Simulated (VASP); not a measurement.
# Hf (Im-3m) in VASP: a series of runs

The runs below take Hf through single point, with PBE+D3(BJ), PBEsol, PBE.

All numbers are computed with VASP 6.6.1; they aren't measurements. Logs are shortened: lines on timing, memory, paths and dates and some standing lists are left out, and cuts for length are marked.

### Step 1. The cell of the first run

It takes space group Im-3m (No. 229, cubic). The conventional cell has a = 3.530 Å, b = 3.530 Å, c = 3.530 Å, α = 90.00°, β = 90.00°, γ = 90.00°. Hf (site symmetry m-3m) has 14 Hf at 3.06 to 3.53 Å within 4.0 Å.

### Step 2. Single point, PBE+D3(BJ)

File INCAR:

```
PREC     = Accurate       # precision mode
ENCUT    = 520            # plane-wave cutoff, eV
EDIFF    = 1E-6           # SCF threshold, eV
ISMEAR   = -1             # smearing method
SIGMA    = 0.3            # smearing width, eV
LREAL    = F              # projectors in reciprocal space
LASPH    = T              # aspherical terms in the spheres
NELM     = 100            # most SCF steps
ALGO     = Normal         # electronic algorithm
ISIF     = 2              # what is computed and relaxed
LWAVE    = F              # write WAVECAR
LCHARG   = T              # write CHGCAR
GGA      = PE             # functional
IVDW     = 12             # dispersion correction
LELF     = T              # ELF
LVHAR    = T            
NBANDS   = 11             # bands
```

File KPOINTS:

```
Automatic mesh
0
Gamma
  9 9 9
```

File POSCAR:

```
Hf
1.0
   -1.7647632166      1.7647632166      1.7647632166
    1.7647632166     -1.7647632166      1.7647632166
    1.7647632166      1.7647632166     -1.7647632166
Hf
1
Direct
    0.0000000000      0.0000000000      0.0000000000
```

Potentials or basis: VASP PAW PBE potentials, release 64 (Hf_pv).

The run is started by

```
> cat potpaw_PBE.64/Hf_pv/POTCAR > POTCAR
> mpirun -np 1 vasp_std > vasp.out
```

OUTCAR:

```text
PREC = Accurate
   ENCUT = 520
   EDIFF = 1E-6
   ISMEAR = -1
   LREAL = F
   LASPH = T
   NELM = 100
   ISIF = 2
   GGA = PE
   IVDW = 12
 IVDW          = 12

 ion  position               nearest neighbor table
   1  0.000  0.000  0.000-

  LATTYP: Found a body centered cubic cell.
 ALAT       =     3.5295264332

  Lattice vectors:

 A1 = (  -1.7647632166,   1.7647632166,   1.7647632166)
 A2 = (   1.7647632166,  -1.7647632166,   1.7647632166)
 A3 = (   1.7647632166,   1.7647632166,  -1.7647632166)

Analysis of symmetry for initial positions (statically):
=====================================================================
 Subroutine PRICEL returns:
 Original cell was already a primitive cell.

 Routine SETGRP: Setting up the symmetry group for a
 body centered cubic supercell.

 Subroutine GETGRP returns: Found 48 space group operations
 (whereof 48 operations were pure point group operations)
 out of a pool of 48 trial point group operations.

The static configuration has the point symmetry O_h .

Analysis of symmetry for dynamics (positions and initial velocities):
=====================================================================
 Subroutine PRICEL returns:
 Original cell was already a primitive cell.

 Routine SETGRP: Setting up the symmetry group for a
 body centered cubic supercell.

 Subroutine GETGRP returns: Found 48 space group operations
 (whereof 48 operations were pure point group operations)
 out of a pool of 48 trial point group operations.

The dynamic configuration has the point symmetry O_h .

 Subroutine INISYM returns: Found 48 space group operations
 (whereof 48 operations are pure point group operations),
 and found     1 'primitive' translations

----------------------------------------------------------------------------------------

                                     Primitive cell

  volume of cell :      21.9846

  direct lattice vectors                    reciprocal lattice vectors
    -1.764763217  1.764763217  1.764763217     0.000000000  0.283324128  0.283324128
     1.764763217 -1.764763217  1.764763217     0.283324128  0.000000000  0.283324128
     1.764763217  1.764763217 -1.764763217     0.283324128  0.283324128  0.000000000

  length of vectors
     3.056659554  3.056659554  3.056659554     0.400680825  0.400680825  0.400680825

  position of ions in fractional coordinates (direct lattice)
     0.000000000  0.000000000  0.000000000

  ion indices of the primitive-cell ions
   primitive index   ion index
                 1           1

----------------------------------------------------------------------------------------

 KPOINTS: Automatic mesh

Automatic generation of k-mesh.
 Grid dimensions read from file:
 generate k-points for:    9    9    9

 Generating k-lattice:

  Cartesian coordinates                     Fractional coordinates (reciprocal lattice)
     0.000000000  0.031480459  0.031480459     0.111111111  0.000000000  0.000000000
     0.031480459  0.000000000  0.031480459     0.000000000  0.111111111  0.000000000
     0.031480459  0.031480459  0.000000000     0.000000000  0.000000000  0.111111111

  Length of vectors
     0.044520092  0.044520092  0.044520092

  Shift w.r.t. Gamma in fractional coordinates (k-lattice)
     0.000000000  0.000000000  0.000000000

 Subroutine IBZKPT returns following result:
 ===========================================

 Found     35 irreducible k-points:

 Following reciprocal coordinates:
            Coordinates               Weight
  0.000000  0.000000  0.000000      1.000000
  0.111111  0.000000  0.000000     12.000000
  0.222222  0.000000  0.000000     12.000000
  0.333333  0.000000  0.000000     12.000000
  0.444444  0.000000  0.000000     12.000000
  0.111111  0.111111  0.000000     24.000000
[... 16 lines left out ...]
 -0.333333  0.444444  0.111111     48.000000
 -0.444444 -0.444444  0.111111     24.000000
 [... further k-points ...]
   k-points           NKPTS =     35   k-points in BZ     NKDIM =     35   number of bands    NBANDS=     11
   number of dos      NEDOS =    301   number of ions     NIONS =      1
   total plane-waves  NPLWV =  13824
   dimension x,y,z NGX =    24 NGY =   24 NGZ =   24
   dimension x,y,z NGXF=    48 NGYF=   48 NGZF=   48
   ions per type =               1
   NGX,Y,Z   is equivalent  to a cutoff of  13.05, 13.05, 13.05 a.u.
   NGXF,Y,Z  is equivalent  to a cutoff of  26.11, 26.11, 26.11 a.u.
 SYSTEM =  unknown system
   PREC   = accura    normal or accurate (medium, high low for compatibility)
   ISTART =      0    job   : 0-new  1-cont  2-samecut
   ICHARG =      2    charge: 1-file 2-atom 10-const
   ISPIN  =      1    spin polarized calculation?
   LNONCOLLINEAR =      F non collinear calculations
   LSORBIT =      F    spin-orbit coupling
   LASPH  =      T    aspherical Exc in radial PAW
   ENCUT  =  520.0 eV  38.22 Ry    6.18 a.u.   5.68  5.68  5.68*2*pi/ulx,y,z
   NELM   =    100;   NELMIN=  2; NELMDL= -5     # of ELM steps
   EDIFF  = 0.1E-05   stopping-criterion for ELM
   LREAL  =      F    real-space projection
   EDIFFG = 0.1E-04   stopping-criterion for IOM
   NSW    =      0    number of steps for IOM
   IBRION =     -1    ionic relax: 0-MD 1-quasi-New 2-CG
   NFREE  =      0    steps in history (QN), initial steepest desc. (CG)
   ISIF   =      2    stress and relaxation
   ISYM   =      2    0-nonsym 1-usesym 2-fastsym
   POTIM  = 0.5000    time-step for ionic-motion
   TEBEG  =    0.0;   TEEND  =   0.0 temperature during run
   PSTRESS=    0.0 pullay stress
   NELECT =      10.0000    total number of electrons
   NUPDOWN=      -1.0000    fix difference up-down
   EMIN   =  10.00;   EMAX   =-10.00  energy-range for DOS
   EFERMI =   0.00;   METHOD = LEGACY
   ISMEAR =    -1;   SIGMA  =   0.30  broadening in eV -4-tet -1-fermi 0-gaus
   EFERMI_NEDOS =   21; number of points for ismear=-14 and -15
   IALGO  =     38    algorithm
   IMIX   =      4    mixing-type and parameters
     AMIX     =   0.40;   BMIX     =  1.00
     AMIX_MAG =   1.60;   BMIX_MAG =  1.00
  volume/ion in A,a.u.               =      21.98       148.36
  Fermi-wavevector in a.u.,A,eV,Ry     =   1.259027  2.379216 21.567263  1.585149
  Thomas-Fermi vector in A             =   2.392607
   LORBIT       =      0    0 simple, 1 ext, 2 COOP (PROOUT), +10 PAW based schemes
   GGA     = PE    functional components
   LHFCALC =     F    Hartree Fock is set to
   AEXX    =    0.0000 exact exchange contribution
   IVDW    =    12    specifies the selected vdW correction
   LEPSILON=     F    determine dielectric tensor
   LRPA    =     F    only Hartree local field effects (RPA)
 non-spin polarized calculation
  energy-cutoff  :      520.00
  volume of cell :       21.98
 maximum number of plane-waves:       607
   NGX = 11   NGY = 11   NGZ = 11

 number of electron      10.0000000 magnetization

 Free energy of the ion-electron system (eV)
  ---------------------------------------------------
  ext. energy  EPLUGINS =         0.00000000
  ---------------------------------------------------
  free energy    TOTEN  =       -10.00606160 eV

  energy without entropy =       -9.52767167  energy(sigma->0) =       -9.76686664

 E-fermi :   4.7067     XC(G=0): -11.3618

 val. band max:        4.7054690937   @ k =   0.3333   0.2222   0.0000
 cond. band min:       4.7291563271   @ k =   0.2222   0.2222   0.0000
 fundamental gap:      0.0236872334
 Fermi energy:         4.7067140807

 k-point     1 :       0.0000    0.0000    0.0000
  band No.  band energies     occupation
      1     -25.0582      2.00000
      2     -25.0582      2.00000
      3     -25.0582      2.00000
      4      -2.3996      2.00000
      5       6.2424      0.01189
      6       6.2424      0.01189
      7       6.2424      0.01189
      8       9.0738      0.00000
      9       9.0738      0.00000
     10      18.0613      0.00000
     11      18.0613      0.00000

 k-point     2 :       0.1111    0.0000    0.0000
  band No.  band energies     occupation
      1     -25.1668      2.00000
      2     -25.0919      2.00000
      3     -25.0587      2.00000
      4      -1.9412      2.00000
      5       5.9282      0.03352
      6       6.0851      0.02001
      7       6.6997      0.00260
      8       8.6458      0.00000
      9       9.0735      0.00000
     10      18.1022      0.00000
     11      18.4662      0.00000

 k-point     3 :       0.2222    0.0000    0.0000
  band No.  band energies     occupation
      1     -25.4326      2.00000
      2     -25.1764      2.00000
      3     -25.0600      2.00000
      4      -0.7338      2.00000
      5       5.2432      0.28659
      6       5.4263      0.16658
      7       8.0206      0.00003
      8       8.4873      0.00001
      9       9.1688      0.00000
     10      18.0405      0.00000
     11      18.5329      0.00000

 k-point     4 :       0.3333    0.0000    0.0000
  band No.  band energies     occupation
      1     -25.7206      2.00000
      2     -25.2706      2.00000
      3     -25.0616      2.00000
      4       0.6169      2.00000
      5       4.5951      1.18398
      6       5.0074      0.53694
      7       8.8581      0.00000
      8       9.4776      0.00000
      9      10.0182      0.00000
     10      16.8730      0.00000
     11      17.3700      0.00000

 k-point     5 :       0.4444    0.0000    0.0000
  band No.  band energies     occupation
      1     -25.9012      2.00000
      2     -25.3312      2.00000
      3     -25.0626      2.00000
      4       1.2221      1.99998
      5       4.2240      1.66656
      6       5.6170      0.09180
      7       8.9613      0.00000
      8       9.8624      0.00000
      9      12.0613      0.00000
     10      15.4006      0.00000
     11      15.4619      0.00000
[... 211 lines left out ...]
 k-point    21 :      -0.2222    0.3333    0.1111
  band No.  band energies     occupation
      1     -25.6075      2.00000
      2     -25.3162      2.00000
      3     -25.1917      2.00000
      4       0.9491      1.99999
      5       4.6361      1.11709
      6       5.5487      0.11393
      7       7.1538      0.00057
      8       9.1655      0.00000
      9      10.0315      0.00000
     10      16.9993      0.00000
     11      18.0575      0.00000

 k-point    22 :      -0.4444    0.4444    0.1111
  band No.  band energies     occupation
      1     -25.8726      2.00000
      2     -25.3702      2.00000
      3     -25.1372      2.00000
      4       1.6446      1.99993
      5       4.6766      1.05017
      6       4.9581      0.60388
      7       7.9358      0.00004
      8      10.3904      0.00000
      9      11.9387      0.00000
     10      15.2801      0.00000
     11      17.1486      0.00000

 k-point    23 :      -0.3333    0.4444    0.1111
  band No.  band energies     occupation
      1     -25.7725      2.00000
      2     -25.4265      2.00000
      3     -25.1977      2.00000
      4       2.0694      1.99970
      5       4.0969      1.76841
      6       5.1821      0.34026
      7       7.7291      0.00008
      8       9.7375      0.00000
      9      11.5776      0.00000
     10      15.6694      0.00000
     11      18.0543      0.00000

 k-point    24 :      -0.4444   -0.4444    0.1111
  band No.  band energies     occupation
      1     -25.8372      2.00000
      2     -25.4715      2.00000
      3     -25.1971      2.00000
      4       2.3482      1.99923
      5       4.4128      1.45414
      6       4.7562      0.91772
      7       7.6937      0.00009
      8      10.5158      0.00000
      9      13.0811      0.00000
     10      14.1876      0.00000
     11      17.5644      0.00000

 [... further k-points ...]

------------------------ aborting loop because EDIFF is reached ----------------------------------------

 Edisp (eV)   -0.45828

 E8    (eV) :    -0.2458

  FORCE on cell =-STRESS in cart. coord.  units (eV):
  Direction    XX          YY          ZZ          XY          YZ          ZX
  --------------------------------------------------------------------------------------
  -------------------------------------------------------------------------------------
  Total      -0.05021    -0.05021    -0.05021     0.00000    -0.00000     0.00000
  in kB      -3.65895    -3.65895    -3.65895     0.00000    -0.00000     0.00000
  external pressure =       -3.66 kB  Pullay stress =        0.00 kB

 VOLUME and BASIS-vectors are now :
 -----------------------------------------------------------------------------
  energy-cutoff  :      520.00
  volume of cell :       21.98
      direct lattice vectors                 reciprocal lattice vectors
    -1.764763217  1.764763217  1.764763217     0.000000000  0.283324128  0.283324128
     1.764763217 -1.764763217  1.764763217     0.283324128  0.000000000  0.283324128
     1.764763217  1.764763217 -1.764763217     0.283324128  0.283324128  0.000000000

 POSITION                                       TOTAL-FORCE (eV/Angst)
 -----------------------------------------------------------------------------------
      0.00000      0.00000      0.00000         0.000000     -0.000000      0.000000
 -----------------------------------------------------------------------------------
    total drift:                                0.000000      0.000000     -0.000000

  FREE ENERGIE OF THE ION-ELECTRON SYSTEM (eV)
  ---------------------------------------------------
  free  energy   TOTEN  =       -10.4643427923 eV

  energy  without entropy=       -9.9859528611  energy(sigma->0) =      -10.22514783
```

Run time: 5.9 s. Hardware: 1 thread of Intel Xeon Platinum 8488C (Sapphire Rapids), shared host; peak memory 0.15 GiB.

Results:

| Property | Result |
| --- | --- |
| Free energy | -10.4643 eV |
| Pressure | -0.4 GPa |
| Band gap on the k mesh | zero (band 5 reaches 6.24 eV, above the bottom of band 6 at 3.98 eV) |
| Dispersion energy per atom | -0.458 eV |

Caveat: spin-orbit coupling is left out, which moves the levels of the heavy elements; pairwise dispersion overbinds metals, which lowers pressure and volume.

### Step 3. Single point, PBEsol

This run uses another cell than the first one, of 21.71 Å³/atom, 0.988 times its volume.

File INCAR:

```
PREC = Accurate
ENCUT = 520
EDIFF = 1E-7
ISMEAR = -1
SIGMA = 0.3
LREAL = F
LASPH = T
NELM = 60
ALGO = Normal
ISIF = 2
LWAVE = F
LCHARG = T
GGA = PS
LELF = T
LVHAR = T
NBANDS = 11
```

File KPOINTS:

```
regular mesh
0
Gamma
  9 9 9
```

File POSCAR:

```
Hf
1.0
   -1.7574603657      1.7574603657      1.7574603657
    1.7574603657     -1.7574603657      1.7574603657
    1.7574603657      1.7574603657     -1.7574603657
Hf
1
Direct
    0.0000000000      0.0000000000      0.0000000000
```

Potentials or basis: VASP PAW PBE potentials, release 64 (Hf_pv).

The run is started by

```
> cat potpaw_PBE.64/Hf_pv/POTCAR > POTCAR
> mpirun -np 1 vasp_std > vasp.out
```

Run time: 6.4 s. Hardware: 1 thread of Intel Xeon Platinum 8488C (Sapphire Rapids), shared host; peak memory 0.14 GiB.

Results (log left out):

```yaml
Free_energy: -10.5902 eV
Pressure: -0.3 GPa
Band_gap_on_the_k_mesh: zero (band 5 reaches 6.15 eV, above the bottom of band 6 at 3.91 eV)
```

Levels at points of the mesh, in eV from the Fermi level:
```csv
k point,band 2,band 3,band 4,band 5,band 6,band 7,band 8,band 9
"(0.00, 0.00, 0.00)",-29.66,-29.66,-7.15,1.53,1.53,1.53,4.41,4.41
```

Caveat: the PAW data sets were made with another functional, which shifts forces and pressure a little; spin-orbit coupling is left out, which moves the levels of the heavy elements.

(Continued in part 2 of 2.)
